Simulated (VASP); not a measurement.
# SiW8C8Cl4 in VASP: single point with PBEsol

Aim: the single point of SiW8C8Cl4 with PBEsol.

Program: VASP 6.6.1. These are calculated values, not measurements. Logs are shortened: lines on timing, memory, paths and dates and some standing lists are left out, and cuts for length are marked.

## (1) The cell of the first run

The cell holds a slab with vacuum, 21 atoms: a = 5.706 Å, b = 5.706 Å, c = 20.200 Å, α = 90.00°, β = 90.00°, γ = 120.00°.

## (2) Single point, PBEsol

File INCAR:

```
SYSTEM = SiW8C8Cl4
PREC = Accurate
ENCUT = 520
EDIFF = 1E-7
ISMEAR = -1
SIGMA = 0.15
LREAL = Auto
LASPH = .True.
NELM = 60
ALGO = Normal
ISIF = 2
LWAVE = .False.
LCHARG = .False.
GGA = PS
NBANDS = 104
```

File KPOINTS:

```
Automatic mesh
0
Gamma
  3 3 1
  0 0 0
```

File POSCAR:

```
SiW8C8Cl4
1.0
    5.7058800000      0.0000000000      0.0000000000
   -2.8529400000      4.9414370000      0.0000000000
    0.0000000000      0.0000000000     20.2001350000
W C Si Cl
8 8 1 4
Direct
    0.0000000000      0.0000000000      0.0495046196
    0.0008987055      0.0004654516      0.1913997109
   -0.0000071297      0.4999962561      0.0495046196
   -0.0005731825      0.5004414708      0.1914393146
    0.4999929897      0.0000000000      0.0495046196
    0.4994399091     -0.0009309033      0.1914096119
    0.5000033858      0.4999962561      0.0495046196
    0.4999831488      0.4999557821      0.1925036640
    0.3335008621      0.1660448165      0.1164744691
    0.3301569279      0.1681899415      0.2590329223
    0.3324214167      0.6663851021      0.1164447663
    0.3382561530      0.6700277672      0.2591962875
    0.8331785824      0.1665709793      0.1162467479
    0.8331281845      0.1669959568      0.2554834411
    0.8339449611      0.6675183757      0.1164497168
    0.8309813001      0.6608199194      0.2590576746
    0.1755817918      0.8374689387      0.3527996224
    0.5596799484      1.1192897936      0.3468442166
   -0.1071990481      0.9385528946      0.3467798606
    0.0727519779      0.4530463507      0.3464135264
    0.1746774691      0.8363963762      0.4618038444
```

Potentials or basis: VASP PAW PBE potentials, release 64 (W_sv, C, Si, Cl).

On the command line:

```sh
> cat potpaw_PBE.64/W_sv/POTCAR potpaw_PBE.64/C/POTCAR potpaw_PBE.64/Si/POTCAR potpaw_PBE.64/Cl/POTCAR > POTCAR
> mpirun -np 1 vasp_std > vasp.out
```

OUTCAR:

```text
SYSTEM = SiW8C8Cl4
   PREC = Accurate
   ENCUT = 520
   EDIFF = 1E-7
   ISMEAR = -1
   LREAL = Auto
   LASPH = .True.
   NELM = 60
   ISIF = 2
   GGA = PS

 ion  position               nearest neighbor table
   1  0.000  0.000  0.050-  15 2.13  13 2.13   9 2.13   5 2.85   7 2.85   3 2.85   3 2.85   7 2.85
                             5 2.85   2 2.87
   2  0.001  0.000  0.191-  14 2.10  10 2.12  16 2.16   9 2.23  15 2.24  13 2.24   6 2.85   4 2.85
                             8 2.85   4 2.86   8 2.86   6 2.86   1 2.87
   3  1.000  0.500  0.050-  11 2.13  13 2.13  15 2.13   7 2.85   5 2.85   1 2.85   1 2.85   5 2.85
                             7 2.85   4 2.87
   4  0.999  0.500  0.191-  14 2.09  16 2.12  12 2.16  15 2.23  11 2.24  13 2.24   8 2.85   2 2.85
                             6 2.85   6 2.86   2 2.86   8 2.86   3 2.87
   5  0.500  0.000  0.050-  13 2.13   9 2.13  11 2.13   7 2.85   1 2.85   3 2.85   3 2.85   1 2.85
                             7 2.85   6 2.87
   6  0.499  0.999  0.191-  14 2.10  12 2.13  10 2.16  11 2.24   9 2.24  13 2.24   2 2.85   4 2.85
                             8 2.85   8 2.86   4 2.86   2 2.86   5 2.87
   7  0.500  0.500  0.050-  15 2.13  11 2.13   9 2.13   3 2.85   5 2.85   1 2.85   1 2.85   5 2.85
                             3 2.85   8 2.89
   8  0.500  0.500  0.193-  16 2.12  10 2.12  12 2.12   9 2.25  15 2.25  11 2.25   4 2.85   2 2.85
                             6 2.85   6 2.86   2 2.86   4 2.86   7 2.89
   9  0.334  0.166  0.116-   5 2.13   1 2.13   7 2.13   2 2.23   6 2.24   8 2.25
  10  0.330  0.168  0.259-   8 2.12   2 2.12   6 2.16  18 2.30  17 2.50
  11  0.332  0.666  0.116-   3 2.13   5 2.13   7 2.13   6 2.24   4 2.24   8 2.25
  12  0.338  0.670  0.259-   8 2.12   6 2.13   4 2.16  20 2.25  17 2.50
  13  0.833  0.167  0.116-   5 2.13   1 2.13   3 2.13   6 2.24   2 2.24   4 2.24
  14  0.833  0.167  0.255-   4 2.09   6 2.10   2 2.10  18 2.34
  15  0.834  0.668  0.116-   1 2.13   3 2.13   7 2.13   4 2.23   2 2.24   8 2.25
  16  0.831  0.661  0.259-   8 2.12   4 2.12   2 2.16  19 2.28  17 2.55
  17  0.176  0.837  0.353-  18 1.97  19 1.97  20 1.97  21 2.20  12 2.50  10 2.50  16 2.55
  18  0.560  0.119  0.347-  17 1.97  10 2.30  14 2.34  20 2.57  19 2.58
  19  0.893  0.939  0.347-  17 1.97  16 2.28  18 2.58  20 2.58
  20  0.073  0.453  0.346-  17 1.97  12 2.25  18 2.57  19 2.58
  21  0.175  0.836  0.462-  17 2.20

  LATTYP: Found a hexagonal cell.
 ALAT       =     5.7058800000
 C/A-ratio  =     3.5402313053

  Lattice vectors:

 A1 = (   5.7058800000,   0.0000000000,   0.0000000000)
 A2 = (  -2.8529400000,   4.9414370000,   0.0000000000)
 A3 = (   0.0000000000,   0.0000000000,  20.2001350000)

Analysis of symmetry for initial positions (statically):
=====================================================================
 Subroutine PRICEL returns:
 Original cell was already a primitive cell.

 Routine SETGRP: Setting up the symmetry group for a
 hexagonal supercell.

 Subroutine GETGRP returns: Found  1 space group operations
 (whereof  1 operations were pure point group operations)
 out of a pool of 24 trial point group operations.

The static configuration has the point symmetry C_1 .

Analysis of symmetry for dynamics (positions and initial velocities):
=====================================================================
 Subroutine PRICEL returns:
 Original cell was already a primitive cell.

 Routine SETGRP: Setting up the symmetry group for a
 hexagonal supercell.

 Subroutine GETGRP returns: Found  1 space group operations
 (whereof  1 operations were pure point group operations)
 out of a pool of 24 trial point group operations.

The dynamic configuration has the point symmetry C_1 .

 Subroutine INISYM returns: Found  1 space group operations
 (whereof  1 operations are pure point group operations),
 and found     1 'primitive' translations

----------------------------------------------------------------------------------------

                                     Primitive cell

  volume of cell :     569.5478

  direct lattice vectors                    reciprocal lattice vectors
     5.705880000  0.000000000  0.000000000     0.175257804  0.101185141  0.000000000
    -2.852940000  4.941437000  0.000000000     0.000000000  0.202370282  0.000000000
     0.000000000  0.000000000 20.200135000     0.000000000  0.000000000  0.049504620

  length of vectors
     5.705880000  5.705879973 20.200135000     0.202370281  0.202370282  0.049504620

  position of ions in fractional coordinates (direct lattice)
     0.000000000  0.000000000  0.049504620
     0.000898705  0.000465452  0.191399711
     0.999992870  0.499996256  0.049504620
     0.999426818  0.500441471  0.191439315
     0.499992990  0.000000000  0.049504620
     0.499439909  0.999069097  0.191409612
[... 13 lines left out ...]
     0.072751978  0.453046351  0.346413526
     0.174677469  0.836396376  0.461803844

  ion indices of the primitive-cell ions
   primitive index   ion index
                 1           1
                 2           2
                 3           3
                 4           4
                 5           5
                 6           6
[... 13 lines left out ...]
                20          20
                21          21

----------------------------------------------------------------------------------------

 KPOINTS: Automatic mesh

Automatic generation of k-mesh.
 Grid dimensions read from file:
 generate k-points for:    3    3    1

 Generating k-lattice:

  Cartesian coordinates                     Fractional coordinates (reciprocal lattice)
     0.058419268  0.033728380  0.000000000     0.333333333  0.000000000  0.000000000
     0.000000000  0.067456761  0.000000000     0.000000000  0.333333333  0.000000000
     0.000000000  0.000000000  0.049504620     0.000000000  0.000000000  1.000000000

  Length of vectors
     0.067456760  0.067456761  0.049504620

  Shift w.r.t. Gamma in fractional coordinates (k-lattice)
     0.000000000  0.000000000  0.000000000

 Subroutine IBZKPT returns following result:
 ===========================================

 Found      5 irreducible k-points:

 Following reciprocal coordinates:
            Coordinates               Weight
  0.000000  0.000000  0.000000      1.000000
  0.333333  0.000000  0.000000      2.000000
  0.000000  0.333333  0.000000      2.000000
 -0.333333  0.333333  0.000000      2.000000
  0.333333  0.333333  0.000000      2.000000
   k-points           NKPTS =      5   k-points in BZ     NKDIM =      5   number of bands    NBANDS=    104
   number of dos      NEDOS =    301   number of ions     NIONS =     21
   total plane-waves  NPLWV = 264600
   dimension x,y,z NGX =    42 NGY =   42 NGZ =  150
   dimension x,y,z NGXF=    84 NGYF=   84 NGZF=  300
   ions per type =               8   8   1   4
   NGX,Y,Z   is equivalent  to a cutoff of  12.24, 12.24, 12.34 a.u.
   NGXF,Y,Z  is equivalent  to a cutoff of  24.47, 24.47, 24.69 a.u.
 SYSTEM =  SiW8C8Cl4
   PREC   = accura    normal or accurate (medium, high low for compatibility)
   ISTART =      0    job   : 0-new  1-cont  2-samecut
   ICHARG =      2    charge: 1-file 2-atom 10-const
   ISPIN  =      1    spin polarized calculation?
   LNONCOLLINEAR =      F non collinear calculations
   LSORBIT =      F    spin-orbit coupling
   LASPH  =      T    aspherical Exc in radial PAW
   ENCUT  =  520.0 eV  38.22 Ry    6.18 a.u.  10.61 10.61 37.56*2*pi/ulx,y,z
   NELM   =     60;   NELMIN=  2; NELMDL= -5     # of ELM steps
   EDIFF  = 0.1E-06   stopping-criterion for ELM
   LREAL  =      T    real-space projection
   EDIFFG = 0.1E-05   stopping-criterion for IOM
   NSW    =      0    number of steps for IOM
   IBRION =     -1    ionic relax: 0-MD 1-quasi-New 2-CG
   NFREE  =      0    steps in history (QN), initial steepest desc. (CG)
   ISIF   =      2    stress and relaxation
   ISYM   =      2    0-nonsym 1-usesym 2-fastsym
   POTIM  = 0.5000    time-step for ionic-motion
   TEBEG  =    0.0;   TEEND  =   0.0 temperature during run
   PSTRESS=    0.0 pullay stress
   NELECT =     176.0000    total number of electrons
   NUPDOWN=      -1.0000    fix difference up-down
   EMIN   =  10.00;   EMAX   =-10.00  energy-range for DOS
   EFERMI =   0.00;   METHOD = LEGACY
   ISMEAR =    -1;   SIGMA  =   0.15  broadening in eV -4-tet -1-fermi 0-gaus
   EFERMI_NEDOS =   21; number of points for ismear=-14 and -15
   IALGO  =     38    algorithm
   IMIX   =      4    mixing-type and parameters
     AMIX     =   0.40;   BMIX     =  1.00
     AMIX_MAG =   1.60;   BMIX_MAG =  1.00
  volume/ion in A,a.u.               =      27.12       183.02
  Fermi-wavevector in a.u.,A,eV,Ry     =   1.106800  2.091548 16.667210  1.225005
  Thomas-Fermi vector in A             =   2.243305
   LORBIT       =      0    0 simple, 1 ext, 2 COOP (PROOUT), +10 PAW based schemes
   GGA     = PS    functional components
   LHFCALC =     F    Hartree Fock is set to
   AEXX    =    0.0000 exact exchange contribution
   IVDW    =     0    specifies the selected vdW correction
   LEPSILON=     F    determine dielectric tensor
   LRPA    =     F    only Hartree local field effects (RPA)
 non-spin polarized calculation
  energy-cutoff  :      520.00
  volume of cell :      569.55
 maximum number of plane-waves:     15354
 NGX is ok and might be reduce to    42
   NGX = 21   NGY = 21   NGZ = 75

 number of electron     176.0000010 magnetization

 Free energy of the ion-electron system (eV)
  ---------------------------------------------------
  ext. energy  EPLUGINS =         0.00000000
  ---------------------------------------------------
  free energy    TOTEN  =      -185.61621349 eV

  energy without entropy =     -185.05815164  energy(sigma->0) =     -185.33718256

 E-fermi :   0.9903     XC(G=0):  -6.5638

 val. band max:        0.9767686214   @ k =  -0.3333   0.3333   0.0000
 cond. band min:       1.1309261067   @ k =   0.0000   0.0000   0.0000
 fundamental gap:      0.1541574852
 Fermi energy:         0.9903300837

 k-point     1 :       0.0000    0.0000    0.0000
  band No.  band energies     occupation
      1     -72.7670      2.00000
      2     -72.6969      2.00000
      3     -72.6955      2.00000
      4     -72.6939      2.00000
      5     -72.6827      2.00000
      6     -72.6137      2.00000
[... 504 lines left out ...]
     99       3.3036      0.00000
    100       3.6890      0.00000
 [bands above 100 left out]

------------------------ aborting loop because EDIFF is reached ----------------------------------------

  FORCE on cell =-STRESS in cart. coord.  units (eV):
  Direction    XX          YY          ZZ          XY          YZ          ZX
  --------------------------------------------------------------------------------------
  -------------------------------------------------------------------------------------
  Total       17.3320932     17.1475465     -6.4851739      0.1464300      0.2968545      0.7616883
  in kB       48.7563775     48.2372348    -18.2432428      0.4119177      0.8350722      2.1426819
  external PRESSURE =      26.2501231 kB  Pullay stress =       0.0000000 kB

 VOLUME and BASIS-vectors are now :
 -----------------------------------------------------------------------------
  energy-cutoff  :      520.00
  volume of cell :      569.55
      direct lattice vectors                 reciprocal lattice vectors
     5.705880000  0.000000000  0.000000000     0.175257804  0.101185141  0.000000000
    -2.852940000  4.941437000  0.000000000     0.000000000  0.202370282  0.000000000
     0.000000000  0.000000000 20.200135000     0.000000000  0.000000000  0.049504620

 POSITION                                       TOTAL-FORCE (eV/Angst)
 -----------------------------------------------------------------------------------
      0.00000      0.00000      1.00000         0.003387     -0.063848      0.589129
      0.00380      0.00230      3.86630         0.167228      0.024550      1.392242
      4.27938      2.47070      1.00000         0.045485      0.038248      0.590575
      4.27488      2.47290      3.86710        -0.166038      0.164246      1.404222
      2.85290      0.00000      1.00000        -0.047259      0.015338      0.590350
     -0.00054      4.93684      3.86650        -0.115201     -0.145663      1.362498
[... 13 lines left out ...]
     -0.87740      2.23870      6.99760         2.247895     -0.006203      1.933068
     -1.38950      4.13300      9.32850         0.013094      0.008863     -0.725046
 -----------------------------------------------------------------------------------
    total drift:                               -0.004840      0.003643     -0.001965

  FREE ENERGIE OF THE ION-ELECTRON SYSTEM (eV)
  ---------------------------------------------------
  free  energy   TOTEN  =      -185.6162134893 eV

  energy  without entropy=     -185.0581516397  energy(sigma->0) =     -185.33718256
```

Wall time 18 min (1 thread of Intel Xeon Platinum 8488C (Sapphire Rapids), shared host); peak memory 0.67 GiB.

Results:

```
Free energy            : -185.6162 eV
Largest force          : 4.515 eV/Å
Band gap on the k mesh : zero (bands 88 and 89 overlap by 0.90 eV)
```

Forces on the atoms (eV/Å):
```
W    0.003 -0.064  0.589
W    0.167  0.025  1.392
W    0.045  0.038  0.591
W   -0.166  0.164  1.404
W   -0.047  0.015  0.590
W   -0.115 -0.146  1.362
W   -0.009 -0.004  0.772
W    0.002 -0.024  2.522
C    0.047  0.087 -0.183
C    0.188 -0.027 -3.770
C    0.047 -0.087 -0.187
C   -0.141 -0.229 -3.629
C   -0.010  0.003 -0.137
C   -0.098  0.001 -4.514
C   -0.093  0.000 -0.192
C   -0.122  0.110 -3.751
Si   0.046  0.082  1.761
Cl  -0.863  2.004  2.118
Cl  -1.141 -1.952  2.054
Cl   2.248 -0.006  1.933
Cl   0.013  0.009 -0.725
```

Levels at points of the mesh, in eV from the Fermi level:
```
           k point  band 86  band 87  band 88  band 89  band 90  band 91  band 92  band 93
(0.00, 0.00, 0.00)     0.46     0.46     0.57     0.59     0.73     0.98     1.04     1.34
```

Caveat: the k points lie up to 0.42 Å⁻¹ apart, too coarse for converged energies and pressures of a metal; there is no dipole correction, which matters where the two faces differ; the PAW data sets were made with another functional, which shifts forces and pressure a little; spin-orbit coupling is left out, which moves the levels of the heavy elements.

The gap in the log of VASP goes by the Fermi energy; the results here count the filled bands.